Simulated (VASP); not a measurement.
Crystal: CuO2 (fluorite type).

```xyz
3
Lattice="0.0000 2.4328 2.4328 2.4328 0.0000 2.4328 2.4328 2.4328 0.0000" Properties=species:S:1:pos:R:3 pbc="T T T"
Cu    0.0000    0.0000    0.0000
O     1.2164    1.2164    1.2164
O     3.6492    3.6492    3.6492
```

Base run:

* Program: VASP 6.6.1
* Functional: PBE
* Potentials or basis: VASP PAW PBE potentials, release 64 (Cu, O)
* Cutoff: 520 eV
* k mesh: 13 × 13 × 13
* Occupations: fermi-dirac, width 0.0612256 eV
* Spin: no spin polarisation

Its results: band gap on the k mesh zero (an odd number of electrons rules out a gap without spin polarisation); pressure -2.7 GPa.

Problem. The run is repeated on the same cell with these changes: further incar settings from ALGO = Normal; EDIFF = 1e-07; NBANDS = 18 to ALGO = Normal; EDIFF = 1e-06; NBANDS = 18. What comes out?

Solution. Band gap on the k mesh zero (an odd number of electrons rules out a gap without spin polarisation); pressure -3.3 GPa.

Caveats: an odd number of electrons without spin polarisation forces a metal; a magnetic or distorted state may lie lower; semilocal functionals often make such compounds metallic where correlation or magnetic order opens a gap, which also shifts bond lengths; the cell stands under tension (at least some runs).
